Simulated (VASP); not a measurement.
# Al16HRu16 (a cell with a defect) (H interstitial hop) in VASP: relaxation of the atoms with PBE

Aim: the relaxation of the atoms of Al16HRu16 (a cell with a defect) (H interstitial hop) with PBE.

All numbers are computed with VASP 6.6.1; they aren't measurements. Logs are shortened: lines on timing, memory, paths and dates and some standing lists are left out, and cuts for length are marked.

### Step 1. The cell of the first run

The cell holds a defect, 33 atoms: a = 8.495 Å, b = 8.495 Å, c = 8.495 Å, α = 60.00°, β = 60.00°, γ = 60.00°.

### Step 2. Relaxation of the atoms, PBE

INCAR

```
SYSTEM = Al16HRu16
PREC     = Accurate       ! precision mode
ENCUT    = 520            ! plane-wave cutoff, eV
EDIFF    = 1E-6           ! SCF threshold, eV
ISMEAR   = 1              ! smearing method
SIGMA    = 0.1            ! smearing width, eV
LREAL    = Auto         
LASPH    = .TRUE.         ! aspherical terms in the spheres
NELM     = 60             ! most SCF steps
ALGO     = Normal         ! electronic algorithm
ISIF     = 2              ! what is computed and relaxed
LWAVE    = .FALSE.        ! write WAVECAR
LCHARG   = .FALSE.        ! write CHGCAR
GGA      = PE             ! functional
IBRION   = 2              ! ionic algorithm
NSW      = 90             ! ionic steps
EDIFFG   = -0.02          ! ionic threshold
```

KPOINTS

```
regular mesh
0
G
  1 1 1
  0 0 0
```

POSCAR

```
Al16HRu16
1.0
    0.0000000000      6.0068828200      6.0068828200
    6.0068828200      0.0000000000      6.0068828200
    6.0068828200      6.0068828200      0.0000000000
Al Ru H
16 16 1
Direct
    0.0009685300      0.0010470200     -0.0010534800
    0.2509016700      0.2493084600      0.2493052900
    0.0006998400     -0.0009073400      0.4995249700
    0.2489520900      0.2490374300      0.7509700800
    0.0002188900      0.5003049700     -0.0008531300
    0.2499126800      0.7502983100      0.2496925100
    0.0012833000      0.4996388100      0.5003582700
    0.2491523300      0.7503242400      0.7502121300
    0.4996876500      0.0000911900     -0.0000912700
    0.7496876900      0.2497898400      0.2496681000
    0.4996658600      0.0008560100      0.4996887500
    0.7503543900      0.2487239500      0.7512790600
    0.4993120400      0.5004854000      0.0009003000
    0.7500000000      0.7500000000      0.2500000000
    0.5000000000      0.5000000000      0.5000000000
    0.7495222100      0.7506792300      0.7506938100
    0.1249917200      0.1249949800      0.1248539000
    0.3741075400      0.3740846600      0.3739766200
    0.1251763300      0.1248234800      0.6246322500
    0.3748183700      0.3748829200      0.8754594400
    0.1254593600      0.6248467800      0.1248177500
    0.3750000000      0.8750000000      0.3750000000
    0.1221656000      0.6260247600      0.6259179700
    0.3748430200      0.8751617700      0.8749942900
    0.6239700300      0.1278383300      0.1241107500
    0.8750000000      0.3750000000      0.3750000000
    0.6251551700      0.1245352000      0.6251255800
    0.8746325500      0.3753695700      0.8751785800
    0.6250000000      0.6250000000      0.1250000000
    0.8751267900      0.8751886000      0.3751545100
    0.6250000000      0.6250000000      0.6250000000
    0.8759141800      0.8758875800      0.8721712700
    0.5625000000      0.6875000000      0.3125000000
```

Potentials or basis: VASP PAW PBE potentials, release 64 (Al, Ru_pv, H).

Launch:

```bash
> cat potpaw_PBE.64/Al/POTCAR potpaw_PBE.64/Ru_pv/POTCAR potpaw_PBE.64/H/POTCAR > POTCAR
> mpirun -np 1 vasp_gam > vasp.out
```

OUTCAR:

```text
SYSTEM = Al16HRu16
   PREC = Accurate
   ENCUT = 520
   EDIFF = 1E-6
   ISMEAR = 1
   LREAL = Auto
   LASPH = .TRUE.
   NELM = 60
   ISIF = 2
   GGA = PE
   IBRION = 2
   NSW = 90
   EDIFFG = -0.02

 ion  position               nearest neighbor table
   1  0.001  0.001  0.999-  24 2.59  17 2.59  19 2.60  28 2.60  21 2.61  30 2.61  32 2.61  25 2.61
                             4 2.98  12 2.99   8 3.00  10 3.00   6 3.00  14 3.02
   2  0.251  0.249  0.249-  18 2.58  25 2.59  20 2.59  22 2.60  17 2.60  19 2.60  21 2.60  26 2.61
                             9 3.00  11 3.00  13 3.00   3 3.01   5 3.01   7 3.01
   3  0.001  0.999  0.500-  32 2.58  23 2.59  30 2.59  22 2.60  17 2.60  19 2.60  27 2.60  26 2.61
                             6 3.00   8 3.00  16 3.00   2 3.01  10 3.01  12 3.01
   4  0.249  0.249  0.751-  24 2.59  17 2.59  28 2.60  19 2.60  20 2.61  27 2.61  23 2.61  18 2.61
                             1 2.98   7 2.99   5 3.00  11 3.00   9 3.00  15 3.02
   5  0.000  0.500  0.999-  23 2.59  28 2.60  20 2.60  29 2.60  17 2.60  21 2.60  32 2.61  26 2.61
                             8 3.00  16 3.00   4 3.00  14 3.01   2 3.01  10 3.01
   6  0.250  0.750  0.250-  17 2.60  24 2.60  21 2.60  30 2.60  29 2.60  22 2.60  18 2.61  23 2.61
                            13 3.00   3 3.00   7 3.00   9 3.00   1 3.00  15 3.01
   7  0.001  0.500  0.500-  18 2.59  23 2.59  19 2.60  28 2.60  21 2.60  30 2.60  26 2.61  31 2.61
                             4 2.99   6 3.00  16 3.01   2 3.01  14 3.01  12 3.01
   8  0.249  0.750  0.750-  32 2.59  19 2.60  21 2.60  22 2.60  24 2.60  20 2.60  23 2.61  31 2.61
                             5 3.00   3 3.00   1 3.00  15 3.01  13 3.01  11 3.01
   9  0.500  0.000  1.000-  24 2.60  17 2.60  27 2.60  20 2.60  29 2.60  22 2.60  32 2.61  25 2.61
[... 32 lines left out ...]
                            18 2.98  20 2.99  28 2.99  22 3.01  30 3.02  32 3.03
  26  0.875  0.375  0.375-  14 2.60  15 2.60   5 2.61  10 2.61   2 2.61   3 2.61  12 2.61   7 2.61
                            19 3.00  29 3.00  31 3.00  17 3.00  21 3.01  27 3.01
  27  0.625  0.125  0.625-  16 2.59  11 2.60   9 2.60  10 2.60  15 2.60  12 2.60   3 2.60   4 2.61
                            32 2.99  30 3.00  24 3.00  26 3.01  20 3.01  18 3.02
  28  0.875  0.375  0.875-   4 2.60   1 2.60  10 2.60   5 2.60   7 2.60  12 2.60  16 2.60  13 2.60
                            23 2.99  25 2.99  29 3.00  31 3.00  17 3.00  19 3.01
  29  0.625  0.625  0.125-  33 1.68  13 2.60  16 2.60  14 2.60  15 2.60   6 2.60   9 2.60  10 2.60
                             5 2.60  28 3.00  22 3.00  26 3.00  24 3.00  32 3.01  18 3.01
  30  0.875  0.875  0.375-   3 2.59  10 2.60   6 2.60  11 2.60  14 2.60  16 2.60   7 2.60   1 2.61
                            23 2.99  27 3.00  17 3.00  31 3.01  21 3.01  25 3.02
  31  0.625  0.625  0.625-  14 2.60  15 2.60   8 2.61  11 2.61  16 2.61  13 2.61  12 2.61   7 2.61
                            28 3.00  26 3.00  22 3.00  24 3.00  20 3.01  30 3.01
  32  0.876  0.876  0.872-   3 2.58  12 2.59  16 2.59   8 2.59   5 2.61   9 2.61   1 2.61  14 2.62
                            23 2.98  27 2.99  19 2.99  29 3.01  21 3.02  25 3.03
  33  0.562  0.688  0.312-  14 1.68  15 1.68  22 1.68  29 1.68

  LATTYP: Found a face centered cubic cell.
 ALAT       =    12.0137656400
[... 205 lines left out ...]
  energy-cutoff  :      520.00
  volume of cell :      433.49
 maximum number of plane-waves:      5788
 NGX is ok and might be reduce to    64
   NGX = 31   NGY = 31   NGZ = 31

--------------------------------------- Ionic step        1  -------------------------------------------

 number of electron     273.0000077 magnetization

 Free energy of the ion-electron system (eV)
  ---------------------------------------------------
  ext. energy  EPLUGINS =         0.00000000
  ---------------------------------------------------
  free energy    TOTEN  =      -240.00077206 eV

  energy without entropy =     -239.92185785  energy(sigma->0) =     -239.97446732

------------------------ aborting loop because EDIFF is reached ----------------------------------------

  FORCE on cell =-STRESS in cart. coord.  units (eV):
  Direction    XX          YY          ZZ          XY          YZ          ZX
  --------------------------------------------------------------------------------------
  -------------------------------------------------------------------------------------
  Total       -9.6759782     -9.8477641     -8.2580935     -0.0004488      0.0000035     -0.0002251
  in kB      -35.7625096    -36.3974318    -30.5219941     -0.0016589      0.0000128     -0.0008318
  external PRESSURE =     -34.2273119 kB  Pullay stress =       0.0000000 kB
[... 182 lines left out ...]
  FREE ENERGIE OF THE ION-ELECTRON SYSTEM (eV)
  ---------------------------------------------------
  free  energy   TOTEN  =      -240.2858977554 eV

  energy  without entropy=     -240.2065797255  energy(sigma->0) =     -240.25945841

[... ionic steps 4 to 8 ...]

--------------------------------------- Ionic step        9  -------------------------------------------

 number of electron     273.0000060 magnetization

------------------------ aborting loop because EDIFF is reached ----------------------------------------
[... 129 lines left out ...]
--------------------------------------- Ionic step       11  -------------------------------------------

 number of electron     273.0000060 magnetization

 Free energy of the ion-electron system (eV)
  ---------------------------------------------------
  ext. energy  EPLUGINS =         0.00000000
  ---------------------------------------------------
  free energy    TOTEN  =      -240.31570677 eV

  energy without entropy =     -240.23681850  energy(sigma->0) =     -240.28941068

 E-fermi :  10.4683     XC(G=0): -12.5496

 val. band max:       10.4555022327   @ k =   0.0000   0.0000   0.0000
 cond. band min:      10.4700808216   @ k =   0.0000   0.0000   0.0000
 fundamental gap:      0.0145785889
 Fermi energy:        10.4683195503

 k-point     1 :       0.0000    0.0000    0.0000
  band No.  band energies     occupation
      1     -31.9715      2.00000
      2     -31.8845      2.00000
      3     -31.7739      2.00000
      4     -31.7683      2.00000
      5     -31.7540      2.00000
      6     -31.7485      2.00000
[... 140 lines left out ...]
    147      12.5443      0.00000
    148      12.5541      0.00000
 [bands above 148 left out]

------------------------ aborting loop because EDIFF is reached ----------------------------------------

  FORCE on cell =-STRESS in cart. coord.  units (eV):
  Direction    XX          YY          ZZ          XY          YZ          ZX
  --------------------------------------------------------------------------------------
  -------------------------------------------------------------------------------------
  Total       -9.8663450     -9.9029398     -9.2502115     -0.0000607     -0.0000197      0.0000057
  in kB      -36.4661072    -36.6013621    -34.1888719     -0.0002244     -0.0000729      0.0000212
  external PRESSURE =     -35.7521137 kB  Pullay stress =       0.0000000 kB
[... 48 lines left out ...]
  FREE ENERGIE OF THE ION-ELECTRON SYSTEM (eV)
  ---------------------------------------------------
  free  energy   TOTEN  =      -240.3157067737 eV

  energy  without entropy=     -240.2368185008  energy(sigma->0) =     -240.28941068

 reached required accuracy - stopping structural energy minimisation
```

CONTCAR:

```text
Al16HRu16
   1.00000000000000
     0.0000000000000000    6.0068828200000004    6.0068828200000004
     6.0068828200000004    0.0000000000000000    6.0068828200000004
     6.0068828200000004    6.0068828200000004    0.0000000000000000
  Al              Ru              H
    16    16     1
Direct
     0.0006777523221477    0.0013142275595025    0.9986860385004135
     0.2488780199051525    0.2513881130446039    0.2501635224004131
     0.9986114132319591    0.0011220136502201    0.5004295671022189
     0.2486857469962825    0.2493219914147508    0.7506778863648355
     0.0005746436580485    0.4999882745815970    0.9993770197096560
     0.2483782022876787    0.7506672441919162    0.2493327746161694
[... 25 lines left out ...]
     0.8747746693695575    0.8753942599082859    0.8742779575657738
     0.5600692279608499    0.6899310100320918    0.3100690897410763

  0.00000000E+00  0.00000000E+00  0.00000000E+00
  0.00000000E+00  0.00000000E+00  0.00000000E+00
  0.00000000E+00  0.00000000E+00  0.00000000E+00
  0.00000000E+00  0.00000000E+00  0.00000000E+00
  0.00000000E+00  0.00000000E+00  0.00000000E+00
  0.00000000E+00  0.00000000E+00  0.00000000E+00
[... 25 lines left out ...]
  0.00000000E+00  0.00000000E+00  0.00000000E+00
  0.00000000E+00  0.00000000E+00  0.00000000E+00
```

Wall time 15 min (1 thread of AMD EPYC 7R13 (Zen 3), shared host); peak memory 0.62 GiB.

What came out:

```
Free energy                  : -240.3157 eV
Energy gained by relaxing    : 9.5 meV/atom
Ionic steps                  : 11
Pressure after relaxing      : -3.6 GPa
Largest force after relaxing : 0.020 eV/Å
```

Forces in eV/Å, atoms in the order of the input:
```
Al   0.000  0.002 -0.010
Al  -0.004 -0.002  0.003
Al  -0.004 -0.002 -0.003
Al   0.000  0.002  0.010
Al  -0.001  0.001  0.001
Al   0.000 -0.002  0.001
Al   0.000  0.000  0.004
Al   0.001  0.001 -0.001
Al   0.000 -0.002 -0.001
Al  -0.001  0.001 -0.001
Al   0.001  0.001  0.001
Al   0.000  0.000 -0.004
Al   0.004 -0.002 -0.003
Al   0.000 -0.006  0.005
Al   0.000 -0.006 -0.005
Al   0.004 -0.002  0.003
Ru   0.007  0.005  0.000
Ru   0.004  0.002 -0.003
Ru  -0.003 -0.006  0.000
Ru   0.000 -0.003 -0.002
Ru   0.000 -0.003  0.002
Ru  -0.004  0.001  0.000
Ru  -0.004  0.001 -0.003
Ru  -0.007  0.004  0.000
Ru  -0.004  0.001  0.003
Ru  -0.003  0.002  0.000
Ru   0.000 -0.003 -0.002
Ru   0.003 -0.006  0.000
Ru   0.004  0.001  0.000
Ru   0.000 -0.003  0.002
Ru   0.003  0.002  0.000
Ru   0.004  0.002  0.003
H    0.000  0.020  0.000
```

Stress tensor (GPa, compression positive):
```
-3.65  0.00  0.00
 0.00 -3.66  0.00
 0.00  0.00 -3.42
```

The path:
| step | energy change (eV) | largest force (eV/Å) | pressure (GPa) |
| --- | --- | --- | --- |
| 1 | 0.0000 | 2.1100 | -3.42 |
| 2 | -0.2850 | 0.4059 | -3.59 |
| 3 | -0.2851 | 0.3822 | -3.60 |
| 4 | -0.3105 | 0.0806 | -3.57 |
| 5 | -0.3106 | 0.0813 | -3.57 |
| 6 | -0.3136 | 0.0530 | -3.57 |
| 7 | -0.3139 | 0.0476 | -3.57 |
| 8 | -0.3147 | 0.0251 | -3.57 |
| 9 | -0.3148 | 0.0287 | -3.57 |
| 10 | -0.3149 | 0.0211 | -3.58 |
| 11 | -0.3149 | 0.0198 | -3.58 |

Final structure:
```yaml
crystal:
  lattice:
    - [0.00000, 6.00688, 6.00688]
    - [6.00688, 0.00000, 6.00688]
    - [6.00688, 6.00688, 0.00000]
  atoms:
    - { symbol: Al, position: [0.00068, 0.00131, 0.99869] }
    - { symbol: Al, position: [0.24888, 0.25139, 0.25016] }
    - { symbol: Al, position: [0.99861, 0.00112, 0.50043] }
    - { symbol: Al, position: [0.24869, 0.24932, 0.75068] }
    - { symbol: Al, position: [0.00057, 0.49999, 0.99938] }
    - { symbol: Al, position: [0.24838, 0.75067, 0.24933] }
    - { symbol: Al, position: [0.99969, 0.50000, 0.50000] }
    - { symbol: Al, position: [0.24938, 0.75006, 0.75057] }
    - { symbol: Al, position: [0.49933, 0.00162, 0.99838] }
    - { symbol: Al, position: [0.75001, 0.24942, 0.24994] }
    - { symbol: Al, position: [0.49994, 0.00062, 0.50001] }
    - { symbol: Al, position: [0.75000, 0.25031, 0.74969] }
    - { symbol: Al, position: [0.50016, 0.49957, 0.99888] }
    - { symbol: Al, position: [0.76389, 0.75531, 0.24469] }
    - { symbol: Al, position: [0.49469, 0.48611, 0.51389] }
    - { symbol: Al, position: [0.75043, 0.74984, 0.74861] }
    - { symbol: Ru, position: [0.12450, 0.12550, 0.12499] }
    - { symbol: Ru, position: [0.37461, 0.37523, 0.37445] }
    - { symbol: Ru, position: [0.12464, 0.12536, 0.62490] }
    - { symbol: Ru, position: [0.37378, 0.37447, 0.87742] }
    - { symbol: Ru, position: [0.12742, 0.62433, 0.12378] }
    - { symbol: Ru, position: [0.37096, 0.87904, 0.37697] }
    - { symbol: Ru, position: [0.12428, 0.62555, 0.62477] }
    - { symbol: Ru, position: [0.37499, 0.87501, 0.87450] }
    - { symbol: Ru, position: [0.62445, 0.12572, 0.12461] }
    - { symbol: Ru, position: [0.87385, 0.37615, 0.37446] }
    - { symbol: Ru, position: [0.62567, 0.12258, 0.62553] }
    - { symbol: Ru, position: [0.87490, 0.37510, 0.87464] }
    - { symbol: Ru, position: [0.62697, 0.62303, 0.12096] }
    - { symbol: Ru, position: [0.87553, 0.87622, 0.37567] }
    - { symbol: Ru, position: [0.62446, 0.62554, 0.62385] }
    - { symbol: Ru, position: [0.87477, 0.87539, 0.87428] }
    - { symbol: H, position: [0.56007, 0.68993, 0.31007] }
```

Levels at points of the mesh, in eV from the Fermi level:
| k point | band 132 | band 133 | band 134 | band 135 | band 136 | band 137 | band 138 | band 139 | band 140 | band 141 |
| --- | --- | --- | --- | --- | --- | --- | --- | --- | --- | --- |
| (0.00, 0.00, 0.00) | -1.23 | -1.21 | -1.20 | -1.19 | -0.01 | 0.00 | 0.01 | 0.23 | 0.23 | 0.26 |

Caveat: the k points lie up to 0.91 Å⁻¹ apart.
